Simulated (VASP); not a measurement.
# Ta2N (Cm) in VASP: single point with PBEsol

Aim: the single point of Ta2N with PBEsol.

Everything below comes from runs of VASP 6.6.1. Logs are shortened: lines on timing, memory, paths and dates and some standing lists are left out, and cuts for length are marked.

## (1) The cell of the first run

It takes space group Cm (No. 8, monoclinic). Conventional cell: a = 5.332 Å, b = 3.079 Å, c = 4.823 Å, α = 90.00°, β = 90.00°, γ = 90.00°. Within 2.8 Å of Ta (site symmetry m) lie 3 N at 2.11 to 2.15 Å. Ta (site symmetry m) has 3 N at 2.17 to 2.21 Å and 12 Ta at 2.97 to 3.08 Å within 3.1 Å. Within 2.8 Å of N (site symmetry m) lie 6 Ta at 2.11 to 2.21 Å.

## (2) Single point, PBEsol

The input, INCAR:

```
SYSTEM = Ta2N
PREC     = Accurate       ! precision mode
ENCUT    = 520            ! plane-wave cutoff, eV
EDIFF    = 1E-6           ! SCF threshold, eV
ISMEAR   = 0              ! smearing method
SIGMA    = 0.15           ! smearing width, eV
LREAL    = .FALSE.        ! projectors in reciprocal space
LASPH    = .TRUE.         ! aspherical terms in the spheres
NELM     = 100            ! most SCF steps
ALGO     = Normal         ! electronic algorithm
ISIF     = 2              ! what is computed and relaxed
LWAVE    = .FALSE.        ! write WAVECAR
LCHARG   = .TRUE.         ! write CHGCAR
GGA      = PS             ! functional
LELF     = .TRUE.         ! ELF
LVHAR    = .TRUE.       
NBANDS   = 20             ! bands
```

The input, KPOINTS:

```
Automatic mesh
0
G
  18 18 10
  0 0 0
```

The input, POSCAR:

```
Ta2N
1.0
    3.0786153860      0.0000000000      0.0000000000
   -1.5393076930      2.6661591328      0.0000000000
    0.0000000000      0.0000000000      4.8232571822
Ta N
2 1
Direct
    0.6722842574      0.3445685148      0.7545556222
    0.3389509241      0.6779018482      0.2620447258
    0.0000000000      0.0000000000      0.0000000000
```

Potentials or basis: VASP PAW PBE potentials, release 64 (Ta_pv, N).

Command:

```sh
$ cat potpaw_PBE.64/Ta_pv/POTCAR potpaw_PBE.64/N/POTCAR > POTCAR
$ mpirun -np 1 vasp_std > vasp.out
```

OUTCAR:

```text
SYSTEM = Ta2N
   PREC = Accurate
   ENCUT = 520
   EDIFF = 1E-6
   ISMEAR = 0
   LREAL = .FALSE.
   LASPH = .TRUE.
   NELM = 100
   ISIF = 2
   GGA = PS

 ion  position               nearest neighbor table
   1  0.672  0.345  0.755-   3 2.11   3 2.15   3 2.15   2 2.97   2 2.97   2 2.97   2 3.03   2 3.03
                             2 3.03
   2  0.339  0.678  0.262-   3 2.17   3 2.17   3 2.21   1 2.97   1 2.97   1 2.97   1 3.03   1 3.03
                             1 3.03
   3  0.000  0.000  0.000-   1 2.11   1 2.15   1 2.15   2 2.17   2 2.17   2 2.21

  LATTYP: Found a hexagonal cell.
 ALAT       =     3.0786153860
 C/A-ratio  =     1.5666969002

  Lattice vectors:

 A1 = (   3.0786153860,   0.0000000000,   0.0000000000)
 A2 = (  -1.5393076930,   2.6661591328,   0.0000000000)
 A3 = (   0.0000000000,   0.0000000000,   4.8232571822)

Analysis of symmetry for initial positions (statically):
=====================================================================
 Subroutine PRICEL returns:
 Original cell was already a primitive cell.

 Routine SETGRP: Setting up the symmetry group for a
 hexagonal supercell.

 Subroutine GETGRP returns: Found  2 space group operations
 (whereof  2 operations were pure point group operations)
 out of a pool of 24 trial point group operations.

The static configuration has the point symmetry C_1h.

Analysis of symmetry for dynamics (positions and initial velocities):
=====================================================================
 Subroutine PRICEL returns:
 Original cell was already a primitive cell.

 Routine SETGRP: Setting up the symmetry group for a
 hexagonal supercell.

 Subroutine GETGRP returns: Found  2 space group operations
 (whereof  2 operations were pure point group operations)
 out of a pool of 24 trial point group operations.

The dynamic configuration has the point symmetry C_1h.

 Subroutine INISYM returns: Found  2 space group operations
 (whereof  2 operations are pure point group operations),
 and found     1 'primitive' translations

----------------------------------------------------------------------------------------

                                     Primitive cell

  volume of cell :      39.5897

  direct lattice vectors                    reciprocal lattice vectors
     3.078615386  0.000000000  0.000000000     0.324821348  0.187535693  0.000000000
    -1.539307693  2.666159133  0.000000000     0.000000000  0.375071386  0.000000000
     0.000000000  0.000000000  4.823257182     0.000000000  0.000000000  0.207328774

  length of vectors
     3.078615386  3.078615386  4.823257182     0.375071386  0.375071386  0.207328774

  position of ions in fractional coordinates (direct lattice)
     0.672284257  0.344568515  0.754555622
     0.338950924  0.677901848  0.262044726
     0.000000000  0.000000000  0.000000000

  ion indices of the primitive-cell ions
   primitive index   ion index
                 1           1
                 2           2
                 3           3

----------------------------------------------------------------------------------------

 KPOINTS: Automatic mesh

Automatic generation of k-mesh.
 Grid dimensions read from file:
 generate k-points for:   18   18   10

 Generating k-lattice:

  Cartesian coordinates                     Fractional coordinates (reciprocal lattice)
     0.018045630  0.010418650  0.000000000     0.055555556  0.000000000  0.000000000
     0.000000000  0.020837299  0.000000000     0.000000000  0.055555556  0.000000000
     0.000000000  0.000000000  0.020732877     0.000000000  0.000000000  0.100000000

  Length of vectors
     0.020837299  0.020837299  0.020732877

  Shift w.r.t. Gamma in fractional coordinates (k-lattice)
     0.000000000  0.000000000  0.000000000

 Subroutine IBZKPT returns following result:
 ===========================================

 Found    866 irreducible k-points:

 Following reciprocal coordinates:
            Coordinates               Weight
  0.000000  0.000000  0.000000      1.000000
  0.055556  0.000000  0.000000      4.000000
  0.000000  0.055556  0.000000      2.000000
  0.111111  0.000000  0.000000      4.000000
  0.000000  0.111111  0.000000      2.000000
  0.166667  0.000000  0.000000      4.000000
[... 16 lines left out ...]
 -0.055556  0.166667  0.000000      4.000000
 -0.166667  0.111111  0.000000      4.000000
 [... further k-points ...]
   k-points           NKPTS =    866   k-points in BZ     NKDIM =    866   number of bands    NBANDS=     20
   number of dos      NEDOS =    301   number of ions     NIONS =      3
   total plane-waves  NPLWV =  20736
   dimension x,y,z NGX =    24 NGY =   24 NGZ =   36
   dimension x,y,z NGXF=    48 NGYF=   48 NGZF=   72
   ions per type =               2   1
   NGX,Y,Z   is equivalent  to a cutoff of  12.96, 12.96, 12.41 a.u.
   NGXF,Y,Z  is equivalent  to a cutoff of  25.92, 25.92, 24.82 a.u.
 SYSTEM =  Ta2N
   PREC   = accura    normal or accurate (medium, high low for compatibility)
   ISTART =      0    job   : 0-new  1-cont  2-samecut
   ICHARG =      2    charge: 1-file 2-atom 10-const
   ISPIN  =      1    spin polarized calculation?
   LNONCOLLINEAR =      F non collinear calculations
   LSORBIT =      F    spin-orbit coupling
   LASPH  =      T    aspherical Exc in radial PAW
   ENCUT  =  520.0 eV  38.22 Ry    6.18 a.u.   5.72  5.72  8.97*2*pi/ulx,y,z
   NELM   =    100;   NELMIN=  2; NELMDL= -5     # of ELM steps
   EDIFF  = 0.1E-05   stopping-criterion for ELM
   LREAL  =      F    real-space projection
   EDIFFG = 0.1E-04   stopping-criterion for IOM
   NSW    =      0    number of steps for IOM
   IBRION =     -1    ionic relax: 0-MD 1-quasi-New 2-CG
   NFREE  =      0    steps in history (QN), initial steepest desc. (CG)
   ISIF   =      2    stress and relaxation
   ISYM   =      2    0-nonsym 1-usesym 2-fastsym
   POTIM  = 0.5000    time-step for ionic-motion
   TEBEG  =    0.0;   TEEND  =   0.0 temperature during run
   PSTRESS=    0.0 pullay stress
   NELECT =      27.0000    total number of electrons
   NUPDOWN=      -1.0000    fix difference up-down
   EMIN   =  10.00;   EMAX   =-10.00  energy-range for DOS
   EFERMI =   0.00;   METHOD = LEGACY
   ISMEAR =     0;   SIGMA  =   0.15  broadening in eV -4-tet -1-fermi 0-gaus
   EFERMI_NEDOS =   21; number of points for ismear=-14 and -15
   IALGO  =     38    algorithm
   IMIX   =      4    mixing-type and parameters
     AMIX     =   0.40;   BMIX     =  1.00
     AMIX_MAG =   1.60;   BMIX_MAG =  1.00
  volume/ion in A,a.u.               =      13.20        89.05
  Fermi-wavevector in a.u.,A,eV,Ry     =   1.441016  2.723125 28.252863  2.076527
  Thomas-Fermi vector in A             =   2.559695
   LORBIT       =      0    0 simple, 1 ext, 2 COOP (PROOUT), +10 PAW based schemes
   GGA     = PS    functional components
   LHFCALC =     F    Hartree Fock is set to
   AEXX    =    0.0000 exact exchange contribution
   IVDW    =     0    specifies the selected vdW correction
   LEPSILON=     F    determine dielectric tensor
   LRPA    =     F    only Hartree local field effects (RPA)
 non-spin polarized calculation
 Gauss-broadening in eV      SIGMA  =   0.15
  energy-cutoff  :      520.00
  volume of cell :       39.59
 maximum number of plane-waves:      1086
   NGX = 11   NGY = 11   NGZ = 17

 number of electron      26.9999996 magnetization

 Free energy of the ion-electron system (eV)
  ---------------------------------------------------
  ext. energy  EPLUGINS =         0.00000000
  ---------------------------------------------------
  free energy    TOTEN  =       -36.47987828 eV

  energy without entropy =      -36.46632511  energy(sigma->0) =      -36.47310170

 E-fermi :   7.5770     XC(G=0): -13.1413

 val. band max:        7.5768246132   @ k =  -0.4444   0.3333   0.4000
 cond. band min:       7.5775026409   @ k =  -0.1111   0.0556   0.0000
 fundamental gap:      0.0006780277
 Fermi energy:         7.5770390431

 k-point     1 :       0.0000    0.0000    0.0000
  band No.  band energies     occupation
      1     -28.0448      2.00000
      2     -27.2313      2.00000
      3     -27.2293      2.00000
      4     -27.0918      2.00000
      5     -27.0915      2.00000
      6     -26.9687      2.00000
[... 12 lines left out ...]
     19       8.8488      0.00000
     20      12.7085      0.00000

 k-point     2 :       0.0556    0.0000    0.0000
  band No.  band energies     occupation
      1     -28.0345      2.00000
      2     -27.2511      2.00000
      3     -27.2383      2.00000
      4     -27.1129      2.00000
      5     -27.0932      2.00000
      6     -26.9726      2.00000
[... 12 lines left out ...]
     19       9.1150      0.00000
     20      12.7492      0.00000

 k-point     3 :       0.0000    0.0556    0.0000
  band No.  band energies     occupation
      1     -28.0345      2.00000
      2     -27.2525      2.00000
      3     -27.2371      2.00000
      4     -27.1130      2.00000
      5     -27.0930      2.00000
      6     -26.9726      2.00000
[... 12 lines left out ...]
     19       9.0944      0.00000
     20      12.7509      0.00000

 k-point     4 :       0.1111    0.0000    0.0000
  band No.  band energies     occupation
      1     -28.0043      2.00000
      2     -27.3117      2.00000
      3     -27.2600      2.00000
      4     -27.1728      2.00000
      5     -27.0983      2.00000
      6     -26.9845      2.00000
[... 12 lines left out ...]
     19       9.7878      0.00000
     20      12.7328      0.00000

 k-point     5 :       0.0000    0.1111    0.0000
  band No.  band energies     occupation
      1     -28.0043      2.00000
      2     -27.3134      2.00000
      3     -27.2586      2.00000
      4     -27.1728      2.00000
      5     -27.0980      2.00000
      6     -26.9845      2.00000
[... 12 lines left out ...]
     19       9.7787      0.00000
     20      12.7405      0.00000

 k-point     6 :       0.1667    0.0000    0.0000
  band No.  band energies     occupation
      1     -27.9562      2.00000
      2     -27.4051      2.00000
      3     -27.2918      2.00000
      4     -27.2609      2.00000
      5     -27.1075      2.00000
      6     -27.0050      2.00000
[... 12 lines left out ...]
     19      10.7447      0.00000
     20      12.5528      0.00000

 k-point     7 :       0.0000    0.1667    0.0000
  band No.  band energies     occupation
      1     -27.9563      2.00000
      2     -27.4072      2.00000
      3     -27.2901      2.00000
      4     -27.2611      2.00000
      5     -27.1071      2.00000
      6     -27.0050      2.00000
[... 12 lines left out ...]
     19      10.7245      0.00000
     20      12.5731      0.00000
[... 277 lines left out ...]
 k-point    20 :       0.0556    0.0556    0.0000
  band No.  band energies     occupation
      1     -28.0143      2.00000
      2     -27.2897      2.00000
      3     -27.2573      2.00000
      4     -27.1493      2.00000
      5     -27.0987      2.00000
      6     -26.9805      2.00000
[... 12 lines left out ...]
     19       9.6403      0.00000
     20      12.7585      0.00000

 k-point    21 :      -0.1111    0.0556    0.0000
  band No.  band energies     occupation
      1     -28.0143      2.00000
      2     -27.2880      2.00000
      3     -27.2586      2.00000
      4     -27.1495      2.00000
      5     -27.0989      2.00000
      6     -26.9805      2.00000
[... 12 lines left out ...]
     19       9.6278      0.00000
     20      12.7536      0.00000

 k-point    22 :       0.1111    0.0556    0.0000
  band No.  band energies     occupation
      1     -27.9751      2.00000
      2     -27.3609      2.00000
      3     -27.3009      2.00000
      4     -27.2084      2.00000
      5     -27.1095      2.00000
      6     -26.9967      2.00000
[... 12 lines left out ...]
     19      10.4588      0.00000
     20      12.6409      0.00000

 k-point    23 :      -0.0556    0.1667    0.0000
  band No.  band energies     occupation
      1     -27.9751      2.00000
      2     -27.3622      2.00000
      3     -27.2998      2.00000
      4     -27.2085      2.00000
      5     -27.1094      2.00000
      6     -26.9967      2.00000
[... 12 lines left out ...]
     19      10.4508      0.00000
     20      12.6479      0.00000

 k-point    24 :      -0.1667    0.1111    0.0000
  band No.  band energies     occupation
      1     -27.9751      2.00000
      2     -27.3596      2.00000
      3     -27.3012      2.00000
      4     -27.2091      2.00000
      5     -27.1097      2.00000
      6     -26.9966      2.00000
[... 12 lines left out ...]
     19      10.4519      0.00000
     20      12.6342      0.00000

 [... further k-points ...]

------------------------ aborting loop because EDIFF is reached ----------------------------------------

  FORCE on cell =-STRESS in cart. coord.  units (eV):
  Direction    XX          YY          ZZ          XY          YZ          ZX
  --------------------------------------------------------------------------------------
  -------------------------------------------------------------------------------------
  Total        0.1626295      0.2785343      0.1790508      0.0000000      0.0519894      0.0000000
  in kB        6.5815459     11.2721670      7.2461096      0.0000000      2.1039880      0.0000000
  external PRESSURE =       8.3666075 kB  Pullay stress =       0.0000000 kB

 VOLUME and BASIS-vectors are now :
 -----------------------------------------------------------------------------
  energy-cutoff  :      520.00
  volume of cell :       39.59
      direct lattice vectors                 reciprocal lattice vectors
     3.078615386  0.000000000  0.000000000     0.324821348  0.187535693  0.000000000
    -1.539307693  2.666159133  0.000000000     0.000000000  0.375071386  0.000000000
     0.000000000  0.000000000  4.823257182     0.000000000  0.000000000  0.207328774

 POSITION                                       TOTAL-FORCE (eV/Angst)
 -----------------------------------------------------------------------------------
      1.53931      0.91867      3.63942        -0.000000     -0.245721     -0.406527
     -0.00000      1.80739      1.26391        -0.000000     -0.193696     -0.249101
      0.00000      0.00000      0.00000         0.000000      0.439418      0.655628
 -----------------------------------------------------------------------------------
    total drift:                                0.000000     -0.000117      0.000075

  FREE ENERGIE OF THE ION-ELECTRON SYSTEM (eV)
  ---------------------------------------------------
  free  energy   TOTEN  =       -36.4798782810 eV

  energy  without entropy=      -36.4663251124  energy(sigma->0) =      -36.47310170
```

It took 4.2 min on 1 thread of Intel Xeon Platinum 8488C (Sapphire Rapids), shared host; peak memory 0.66 GiB.

Results:

```yaml
Free_energy: -36.4799 eV
Pressure: 0.8 GPa
Largest_force: 0.789 eV/Å
Band_gap_on_the_k_mesh: zero (an odd number of electrons rules out a gap without spin polarisation)
```

Forces on the atoms (eV/Å):
```
Ta   0.000 -0.246 -0.407
Ta   0.000 -0.194 -0.249
N    0.000  0.439  0.656
```

Stress tensor (GPa, compression positive):
```
0.66 0.00 0.00
0.00 1.13 0.21
0.00 0.21 0.72
```

Levels at points of the mesh, in eV from the Fermi level:
```
           k point  band 11  band 12  band 13  band 14  band 15  band 16
(0.00, 0.00, 0.00)    -4.89    -0.75    -0.27    -0.25     0.26     0.29
(0.50, 0.00, 0.00)    -4.69    -2.61    -1.32     1.87     2.00     3.86
(0.00, 0.50, 0.00)    -4.70    -2.61    -1.32     1.87     2.00     3.83
(0.00, 0.00, 0.50)    -2.94    -2.61    -1.16    -1.16     1.84     2.06
(0.50, 0.00, 0.50)    -3.40    -2.13    -2.08    -0.20     0.81     3.42
(0.00, 0.50, 0.50)    -3.40    -2.13    -2.08    -0.21     0.81     3.43
```

Caveat: the cell differs from its parent crystal (all Ta atoms moved -0.050 Å, as atom 1 towards its neighbour atom 2 (Ta) at 2.967 Å); the PAW data sets were made with another functional, which shifts forces and pressure a little; spin-orbit coupling is left out, which moves the levels of the heavy elements.
